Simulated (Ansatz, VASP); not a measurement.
**ZrNbSe3: VASP beside Ansatz**

```
Zr Nb Se
1.0
     6.14710    0.00000    0.00000
    -3.07355    5.32355    0.00000
     0.00000    0.00000    7.50965
Zr Nb Se
1 1 3
Direct
  0.00000 0.00000 0.00000
  0.00000 0.00000 0.50000
  0.50000 0.00000 0.00000
  0.00000 0.50000 0.00000
  0.50000 0.50000 0.00000
```

Alike in both runs: task single point; functional PBE; k mesh 3 × 3 × 2; occupations gaussian, width 0.1 eV; no spin polarisation.

```csv
,VASP,Ansatz
version,VASP 6.6.1,Ansatz 0.2.0
potentials or method,"VASP PAW PBE potentials, release 64 (Zr_sv, Nb_sv, Se), cutoff 520 eV","scalar-relativistic, plane waves, PAW"
valence electrons in the cell,43,73
```

```tsv
	VASP	Ansatz	Ansatz less VASP
gap on the k mesh at the Fermi level (eV)	none	none	-
pressure (GPa)	-6.3	-6.3	0.00
traceless stress, the component that is largest in VASP (GPa)	0.86	0.86	+0.007
```

A gap of «none» marks a metal or a gap that the smearing closes. The functional is the same, so the differences come from potentials, cutoffs and numerics. VASP's potentials hold 43 valence electrons a cell and Ansatz's 73, so a difference there can come from the potentials and not from the codes.

The k mesh is coarse, so the values compare programs but aren't converged.
